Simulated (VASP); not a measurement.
# Tl (P6_3/mmc) in VASP: notebook

The runs below take Tl through single point, relaxation of cell and atoms, with PBE.

Everything below comes from runs of VASP 6.6.1. Logs are shortened: lines on timing, memory, paths and dates and some standing lists are left out, and cuts for length are marked.

### Step 1. The cell of the first run

Symmetry: P6_3/mmc, No. 194, hexagonal system. The conventional cell has a = 3.612 Å, b = 3.612 Å, c = 5.565 Å, α = 90.00°, β = 90.00°, γ = 120.00°. Within 4.6 Å of Tl (site symmetry -6m2) lie 12 Tl at 3.48 to 3.61 Å.

### Step 2. Single point, PBE

INCAR reads:

```
PREC = Accurate
ENCUT = 520
EDIFF = 1E-6
ISMEAR = 0
SIGMA = 0.1
LREAL = False
LASPH = True
NELM = 100
ALGO = Fast
ISIF = 2
LWAVE = False
LCHARG = False
GGA = PE
NBANDS = 20
```

KPOINTS reads:

```
regular mesh
0
Gamma
  15 15 8
```

POSCAR reads:

```
Tl
1.0
    3.6124296579      0.0000000000      0.0000000000
   -1.8062148290      3.1284558531      0.0000000000
    0.0000000000      0.0000000000      5.5652678490
Tl
2
Direct
    0.3333333333      0.6666666667      0.7500000000
    0.6666666667      0.3333333333      0.2500000000
```

Potentials or basis: VASP PAW PBE potentials, release 64 (Tl_d).

Run with:

```bash
> cat potpaw_PBE.64/Tl_d/POTCAR > POTCAR
> mpirun -np 1 vasp_std > vasp.out
```

OUTCAR:

```text
PREC = Accurate
   ENCUT = 520
   EDIFF = 1E-6
   ISMEAR = 0
   LREAL = False
   LASPH = True
   NELM = 100
   ISIF = 2
   GGA = PE

 ion  position               nearest neighbor table
   1  0.333  0.667  0.750-   2 3.48   2 3.48   2 3.48   2 3.48   2 3.48   2 3.48
   2  0.667  0.333  0.250-   1 3.48   1 3.48   1 3.48   1 3.48   1 3.48   1 3.48

  LATTYP: Found a hexagonal cell.
 ALAT       =     3.6124296579
 C/A-ratio  =     1.5405885722

  Lattice vectors:

 A1 = (   3.6124296579,   0.0000000000,   0.0000000000)
 A2 = (  -1.8062148290,   3.1284558531,   0.0000000000)
 A3 = (   0.0000000000,   0.0000000000,   5.5652678490)

Analysis of symmetry for initial positions (statically):
=====================================================================
 Subroutine PRICEL returns:
 Original cell was already a primitive cell.

 Routine SETGRP: Setting up the symmetry group for a
 hexagonal supercell.

 Subroutine GETGRP returns: Found 24 space group operations
 (whereof 12 operations were pure point group operations)
 out of a pool of 24 trial point group operations.

The static configuration has the point symmetry D_3d.
 The point group associated with its full space group is D_6h.

Analysis of symmetry for dynamics (positions and initial velocities):
=====================================================================
 Subroutine PRICEL returns:
 Original cell was already a primitive cell.

 Routine SETGRP: Setting up the symmetry group for a
 hexagonal supercell.

 Subroutine GETGRP returns: Found 24 space group operations
 (whereof 12 operations were pure point group operations)
 out of a pool of 24 trial point group operations.

The dynamic configuration has the point symmetry D_3d.
 The point group associated with its full space group is D_6h.

 Subroutine INISYM returns: Found 24 space group operations
 (whereof 12 operations are pure point group operations),
 and found     1 'primitive' translations

----------------------------------------------------------------------------------------

                                     Primitive cell

  volume of cell :      62.8949

  direct lattice vectors                    reciprocal lattice vectors
     3.612429658  0.000000000  0.000000000     0.276821999  0.159823256  0.000000000
    -1.806214829  3.128455853  0.000000000     0.000000000  0.319646512  0.000000000
     0.000000000  0.000000000  5.565267849     0.000000000  0.000000000  0.179685871

  length of vectors
     3.612429658  3.612429658  5.565267849     0.319646512  0.319646512  0.179685871

  position of ions in fractional coordinates (direct lattice)
     0.333333333  0.666666667  0.750000000
     0.666666667  0.333333333  0.250000000

  ion indices of the primitive-cell ions
   primitive index   ion index
                 1           1
                 2           2

----------------------------------------------------------------------------------------

 KPOINTS: regular mesh

Automatic generation of k-mesh.
 Grid dimensions read from file:
 generate k-points for:   15   15    8

 Generating k-lattice:

  Cartesian coordinates                     Fractional coordinates (reciprocal lattice)
     0.018454800  0.010654884  0.000000000     0.066666667  0.000000000  0.000000000
     0.000000000  0.021309767  0.000000000     0.000000000  0.066666667  0.000000000
     0.000000000  0.000000000  0.022460734     0.000000000  0.000000000  0.125000000

  Length of vectors
     0.021309767  0.021309767  0.022460734

  Shift w.r.t. Gamma in fractional coordinates (k-lattice)
     0.000000000  0.000000000  0.000000000

 Subroutine IBZKPT returns following result:
 ===========================================

 Found    135 irreducible k-points:

 Following reciprocal coordinates:
            Coordinates               Weight
  0.000000  0.000000  0.000000      1.000000
  0.066667  0.000000  0.000000      6.000000
  0.133333 -0.000000  0.000000      6.000000
  0.200000  0.000000  0.000000      6.000000
  0.266667 -0.000000  0.000000      6.000000
  0.333333  0.000000  0.000000      6.000000
[... 16 lines left out ...]
  0.333333  0.200000  0.000000     12.000000
  0.400000  0.200000  0.000000      6.000000
 [... further k-points ...]
   k-points           NKPTS =    135   k-points in BZ     NKDIM =    135   number of bands    NBANDS=     20
   number of dos      NEDOS =    301   number of ions     NIONS =      2
   total plane-waves  NPLWV =  32928
   dimension x,y,z NGX =    28 NGY =   28 NGZ =   42
   dimension x,y,z NGXF=    56 NGYF=   56 NGZF=   84
   ions per type =               2
   NGX,Y,Z   is equivalent  to a cutoff of  12.89, 12.89, 12.55 a.u.
   NGXF,Y,Z  is equivalent  to a cutoff of  25.77, 25.77, 25.09 a.u.
 SYSTEM =  unknown system
   PREC   = accura    normal or accurate (medium, high low for compatibility)
   ISTART =      0    job   : 0-new  1-cont  2-samecut
   ICHARG =      2    charge: 1-file 2-atom 10-const
   ISPIN  =      1    spin polarized calculation?
   LNONCOLLINEAR =      F non collinear calculations
   LSORBIT =      F    spin-orbit coupling
   LASPH  =      T    aspherical Exc in radial PAW
   ENCUT  =  520.0 eV  38.22 Ry    6.18 a.u.   6.72  6.72 10.35*2*pi/ulx,y,z
   NELM   =    100;   NELMIN=  2; NELMDL= -5     # of ELM steps
   EDIFF  = 0.1E-05   stopping-criterion for ELM
   LREAL  =      F    real-space projection
   EDIFFG = 0.1E-04   stopping-criterion for IOM
   NSW    =      0    number of steps for IOM
   IBRION =     -1    ionic relax: 0-MD 1-quasi-New 2-CG
   NFREE  =      0    steps in history (QN), initial steepest desc. (CG)
   ISIF   =      2    stress and relaxation
   ISYM   =      2    0-nonsym 1-usesym 2-fastsym
   POTIM  = 0.5000    time-step for ionic-motion
   TEBEG  =    0.0;   TEEND  =   0.0 temperature during run
   PSTRESS=    0.0 pullay stress
   NELECT =      26.0000    total number of electrons
   NUPDOWN=      -1.0000    fix difference up-down
   EMIN   =  10.00;   EMAX   =-10.00  energy-range for DOS
   EFERMI =   0.00;   METHOD = LEGACY
   ISMEAR =     0;   SIGMA  =   0.10  broadening in eV -4-tet -1-fermi 0-gaus
   EFERMI_NEDOS =   21; number of points for ismear=-14 and -15
   IALGO  =     68    algorithm
   IMIX   =      4    mixing-type and parameters
     AMIX     =   0.40;   BMIX     =  1.00
     AMIX_MAG =   1.60;   BMIX_MAG =  1.00
  volume/ion in A,a.u.               =      31.45       212.22
  Fermi-wavevector in a.u.,A,eV,Ry     =   1.219535  2.304586 20.235463  1.487265
  Thomas-Fermi vector in A             =   2.354783
   LORBIT       =      0    0 simple, 1 ext, 2 COOP (PROOUT), +10 PAW based schemes
   GGA     = PE    functional components
   LHFCALC =     F    Hartree Fock is set to
   AEXX    =    0.0000 exact exchange contribution
   IVDW    =     0    specifies the selected vdW correction
   LEPSILON=     F    determine dielectric tensor
   LRPA    =     F    only Hartree local field effects (RPA)
 non-spin polarized calculation
 RMM-DIIS sequential band-by-band and
 Gauss-broadening in eV      SIGMA  =   0.10
  energy-cutoff  :      520.00
  volume of cell :       62.89
 maximum number of plane-waves:      1713
 NGX is ok and might be reduce to    28
   NGX = 13   NGY = 13   NGZ = 21

 number of electron      26.0000006 magnetization

 Free energy of the ion-electron system (eV)
  ---------------------------------------------------
  ext. energy  EPLUGINS =         0.00000000
  ---------------------------------------------------
  free energy    TOTEN  =        -4.45455789 eV

  energy without entropy =       -4.45106669  energy(sigma->0) =       -4.45281229

 E-fermi :   5.6499     XC(G=0):  -9.7218

 val. band max:        5.5918132272   @ k =   0.2000   0.2000   0.0000
 cond. band min:       5.6617467188   @ k =   0.2667   0.1333   0.0000
 fundamental gap:      0.0699334916
 Fermi energy:         5.6499494349

 k-point     1 :       0.0000    0.0000    0.0000
  band No.  band energies     occupation
      1      -6.0067      2.00000
      2      -5.8317      2.00000
      3      -5.8317      2.00000
      4      -5.8211      2.00000
      5      -5.7862      2.00000
      6      -5.7862      2.00000
[... 12 lines left out ...]
     19      15.4719      0.00000
     20      16.3527      0.00000

 k-point     2 :       0.0667    0.0000    0.0000
  band No.  band energies     occupation
      1      -5.9973      2.00000
      2      -5.8567      2.00000
      3      -5.8179      2.00000
      4      -5.7936      2.00000
      5      -5.7906      2.00000
      6      -5.7903      2.00000
[... 12 lines left out ...]
     19      16.0189      0.00000
     20      16.1232      0.00000

 k-point     3 :       0.1333   -0.0000    0.0000
  band No.  band energies     occupation
      1      -5.9825      2.00000
      2      -5.8770      2.00000
      3      -5.8121      2.00000
      4      -5.8090      2.00000
      5      -5.7860      2.00000
      6      -5.7788      2.00000
[... 12 lines left out ...]
     19      15.3892      0.00000
     20      16.9231      0.00000

 k-point     4 :       0.2000    0.0000    0.0000
  band No.  band energies     occupation
      1      -5.9948      2.00000
      2      -5.8718      2.00000
      3      -5.8473      2.00000
      4      -5.8348      2.00000
      5      -5.7821      2.00000
      6      -5.7209      2.00000
[... 12 lines left out ...]
     19      14.7373      0.00000
     20      16.6426      0.00000

 k-point     5 :       0.2667   -0.0000    0.0000
  band No.  band energies     occupation
      1      -6.0298      2.00000
      2      -5.8926      2.00000
      3      -5.8687      2.00000
      4      -5.8623      2.00000
      5      -5.7597      2.00000
      6      -5.6541      2.00000
[... 12 lines left out ...]
     19      14.2802      0.00000
     20      16.0021      0.00000

 k-point     6 :       0.3333    0.0000    0.0000
  band No.  band energies     occupation
      1      -6.0667      2.00000
      2      -5.9401      2.00000
      3      -5.8871      2.00000
      4      -5.8816      2.00000
      5      -5.7264      2.00000
      6      -5.6435      2.00000
[... 12 lines left out ...]
     19      13.8165      0.00000
     20      15.5243      0.00000

 k-point     7 :       0.4000   -0.0000    0.0000
  band No.  band energies     occupation
      1      -6.0957      2.00000
      2      -5.9792      2.00000
      3      -5.9056      2.00000
      4      -5.8970      2.00000
      5      -5.6991      2.00000
      6      -5.6663      2.00000
[... 12 lines left out ...]
     19      13.4641      0.00000
     20      15.2053      0.00000
[... 277 lines left out ...]
 k-point    20 :       0.4000    0.1333    0.0000
  band No.  band energies     occupation
      1      -6.0513      2.00000
      2      -6.0312      2.00000
      3      -5.8794      2.00000
      4      -5.8705      2.00000
      5      -5.6958      2.00000
      6      -5.6804      2.00000
[... 12 lines left out ...]
     19      13.7323      0.00000
     20      14.9728      0.00000

 k-point    21 :       0.2000    0.2000    0.0000
  band No.  band energies     occupation
      1      -5.9722      2.00000
      2      -5.9413      2.00000
      3      -5.9360      2.00000
      4      -5.8593      2.00000
      5      -5.7069      2.00000
      6      -5.6554      2.00000
[... 12 lines left out ...]
     19      13.8551      0.00000
     20      16.7168      0.00000

 k-point    22 :       0.2667    0.2000    0.0000
  band No.  band energies     occupation
      1      -6.0150      2.00000
      2      -5.9640      2.00000
      3      -5.8953      2.00000
      4      -5.8575      2.00000
      5      -5.6865      2.00000
      6      -5.6865      2.00000
[... 12 lines left out ...]
     19      13.2723      0.00000
     20      16.7488      0.00000

 k-point    23 :       0.3333    0.2000    0.0000
  band No.  band energies     occupation
      1      -6.0438      2.00000
      2      -5.9810      2.00000
      3      -5.8600      2.00000
      4      -5.8523      2.00000
      5      -5.7109      2.00000
      6      -5.6741      2.00000
[... 12 lines left out ...]
     19      12.9579      0.00000
     20      16.6091      0.00000

 k-point    24 :       0.4000    0.2000    0.0000
  band No.  band energies     occupation
      1      -6.0540      2.00000
      2      -5.9871      2.00000
      3      -5.8492      2.00000
      4      -5.8462      2.00000
      5      -5.7207      2.00000
      6      -5.6616      2.00000
[... 12 lines left out ...]
     19      12.8589      0.00000
     20      16.5581      0.00000

 [... further k-points ...]

------------------------ aborting loop because EDIFF is reached ----------------------------------------

  FORCE on cell =-STRESS in cart. coord.  units (eV):
  Direction    XX          YY          ZZ          XY          YZ          ZX
  --------------------------------------------------------------------------------------
  -------------------------------------------------------------------------------------
  Total       -0.0348243     -0.0348243     -0.0307830      0.0000000     -0.0000000      0.0000000
  in kB       -0.8871091     -0.8871091     -0.7841621      0.0000000     -0.0000000      0.0000000
  external PRESSURE =      -0.8527935 kB  Pullay stress =       0.0000000 kB

 VOLUME and BASIS-vectors are now :
 -----------------------------------------------------------------------------
  energy-cutoff  :      520.00
  volume of cell :       62.89
      direct lattice vectors                 reciprocal lattice vectors
     3.612429658  0.000000000  0.000000000     0.276821999  0.159823256  0.000000000
    -1.806214829  3.128455853  0.000000000     0.000000000  0.319646512  0.000000000
     0.000000000  0.000000000  5.565267849     0.000000000  0.000000000  0.179685871

 POSITION                                       TOTAL-FORCE (eV/Angst)
 -----------------------------------------------------------------------------------
     -0.00000      2.08564      4.17395        -0.000000      0.000000      0.000000
      1.80621      1.04282      1.39132         0.000000      0.000000      0.000000
 -----------------------------------------------------------------------------------
    total drift:                                0.000000     -0.000000      0.000000

  FREE ENERGIE OF THE ION-ELECTRON SYSTEM (eV)
  ---------------------------------------------------
  free  energy   TOTEN  =        -4.4545578881 eV

  energy  without entropy=       -4.4510666875  energy(sigma->0) =       -4.45281229
```

It took 69 s on 1 thread of AMD EPYC 9R45 (Zen 5), shared host; peak memory 0.24 GiB.

Results:

```
Free energy            : -4.4546 eV
Pressure               : -0.1 GPa
Band gap on the k mesh : zero (bands 13 and 14 overlap by 5.44 eV)
```

Caveat: spin-orbit coupling is left out, which moves the levels of the heavy elements.

### Step 3. Single point, PBE

INCAR reads:

```
ALGO     = Fast           # electronic algorithm
EDIFF    = 1E-6           # SCF threshold, eV
ENCUT    = 520            # plane-wave cutoff, eV
GGA      = PE             # functional
ISIF     = 2              # what is computed and relaxed
ISMEAR   = 0              # smearing method
ISYM     = 0            
LASPH    = True           # aspherical terms in the spheres
LCHARG   = False          # write CHGCAR
LREAL    = False          # projectors in reciprocal space
LWAVE    = False          # write WAVECAR
NBANDS   = 20             # bands
NELM     = 100            # most SCF steps
PREC     = Accurate       # precision mode
SIGMA    = 0.1            # smearing width, eV
```

KPOINTS reads:

```
k-points
0
Gamma
  10 6 11
```

POSCAR reads:

```
Tl
1.0
    3.6124296579      0.0000000000      0.0000000000
    0.0000000000      5.5652678490      0.0000000000
    1.8062148290      0.0000000000      3.1284558532
Tl
2
Direct
    0.3333333333      0.2500000000      0.3333333333
    0.6666666667      0.7500000000      0.6666666667
```

Potentials or basis: VASP PAW PBE potentials, release 64 (Tl_d).

Run with:

```bash
> cat potpaw_PBE.64/Tl_d/POTCAR > POTCAR
> mpirun -np 1 vasp_std > vasp.out
```

It took 3 min on 1 thread of AMD EPYC 9R45 (Zen 5), shared host; peak memory 0.4 GiB.

Results (log left out):

```
Free energy            : -4.4615 eV
Pressure               : 0.0 GPa
Largest force          : 0.008 eV/Å
Band gap on the k mesh : zero (bands 13 and 14 overlap by 5.52 eV)
```

Forces in eV/Å, atoms in the order of the input:
```
Tl   0.006  0.000 -0.005
Tl  -0.006  0.000  0.005
```

Stress tensor (GPa, compression positive):
```
-0.45  0.00  0.03
 0.00  0.48  0.00
 0.03  0.00 -0.06
```

Levels at points of the mesh, in eV from the Fermi level:
| k point | band 11 | band 12 | band 13 | band 14 | band 15 | band 16 |
| --- | --- | --- | --- | --- | --- | --- |
| (0.00, 0.00, 0.00) | -9.42 | -4.81 | -2.33 | 6.96 | 6.96 | 8.94 |
| (0.50, 0.00, 0.00) | -5.83 | -4.67 | -0.61 | 0.79 | 1.37 | 3.42 |
| (0.00, 0.50, 0.00) | -8.06 | -8.06 | 3.53 | 3.53 | 7.92 | 7.92 |
| (0.50, 0.50, 0.00) | -4.84 | -4.84 | -1.96 | -1.96 | 5.03 | 5.03 |

Caveat: spin-orbit coupling is left out, which moves the levels of the heavy elements.

### Step 4. Relaxation of cell and atoms, PBE

INCAR reads:

```
SYSTEM = Tl
ALGO = Fast ; EDIFF = 1E-6
EDIFFG = -0.005 ; ENCUT = 600
GGA = PE ; IBRION = 2
ISIF = 3 ; ISMEAR = 0
LASPH = .True. ; LCHARG = .False.
LREAL = .False. ; LWAVE = .False.
NELM = 100 ; NSW = 100
PREC = Accurate ; SIGMA = 0.1
```

KPOINTS reads:

```
k-points
0
Gamma
  15 15 8
  0 0 0
```

POSCAR reads:

```
Tl
1.0
    3.6124296579      0.0000000000      0.0000000000
   -1.8062148290      3.1284558532      0.0000000000
    0.0000000000      0.0000000000      5.5652678490
Tl
2
Direct
    0.3333333333      0.6666666667      0.7500000000
    0.6666666667      0.3333333333      0.2500000000
```

Run with:

```bash
> cat potpaw_PBE.64/Tl_d/POTCAR > POTCAR
> mpirun -np 1 vasp_std > vasp.out
```

Run time: 2.1 min. Hardware: 1 thread of AMD EPYC 9R45 (Zen 5), shared host; peak memory 0.28 GiB.

It converged, with:

- Free energy: -4.4546 eV
- Relaxed volume: 31.42 Å³/atom
- Relaxed cell: a = 3.611 Å, b = 3.611 Å, c = 5.564 Å, α = 90.00°, β = 90.00°, γ = 120.00°
- Space group after relaxing (to 0.1 Å): P6_3/mmc (No. 194)
- Energy gained by relaxing: 0.0 meV/atom
- Ionic steps: 2
- Pressure after relaxing: 0.0 GPa
- Band gap on the k mesh: zero (bands 13 and 14 overlap by 5.45 eV)

Final structure:
```cif
data_structure
_symmetry_space_group_name_H-M 'P 1'
_symmetry_Int_Tables_number 1
_cell_length_a 3.6111
_cell_length_b 3.6111
_cell_length_c 5.5637
_cell_angle_alpha 90.000
_cell_angle_beta 90.000
_cell_angle_gamma 120.000
_cell_volume 62.83
loop_
_atom_site_label
_atom_site_type_symbol
_atom_site_fract_x
_atom_site_fract_y
_atom_site_fract_z
_atom_site_occupancy
Tl1 Tl 0.33333 0.66667 0.75000 1
Tl2 Tl 0.66667 0.33333 0.25000 1
```

Levels at points of the mesh, in eV from the Fermi level:
| k point | band 9 | band 10 | band 11 | band 12 | band 13 | band 14 | band 15 | band 16 | band 17 |
| --- | --- | --- | --- | --- | --- | --- | --- | --- | --- |
| (0.00, 0.00, 0.00) | -11.13 | -11.13 | -9.47 | -4.85 | -2.38 | 6.93 | 6.93 | 8.92 | 8.92 |
| (0.00, 0.00, 0.50) | -11.21 | -11.21 | -8.10 | -8.10 | 3.49 | 3.49 | 7.89 | 7.89 | 7.89 |

Caveat: spin-orbit coupling is left out, which moves the levels of the heavy elements.

### Step 5. Summary

```tsv
task	cell	k mesh	cutoff (eV)	gap on the mesh (eV)	pressure (GPa)
single point	a = 3.612, b = 3.612, c = 5.565 Å, angles 90.0, 90.0, 120.0°, 2 atoms, atomic positions A	15 × 15 × 8	520	none	-0.1
single point	a = 3.612, b = 5.565 Å, angles 90.0, 60.0, 90.0°, 2 atoms, atomic positions B	10 × 6 × 11	520	none	0.0
relaxation of cell and atoms	relaxed from a = 3.612, b = 3.612, c = 5.565 Å, angles 90.0, 90.0, 120.0°, 2 atoms, atomic positions A	15 × 15 × 8	600	none	0.0
```

Alike in all rows: level PBE; potentials or basis VASP PAW PBE potentials, release 64 (Tl_d); no spin polarisation; smearing gaussian 0.1 eV.

Caveats: spin-orbit coupling is left out, which moves the levels of the heavy elements.

Absolute energies hang on the potentials; compare differences alone.

The gap in the log of VASP goes by the Fermi energy; the results here count the filled bands.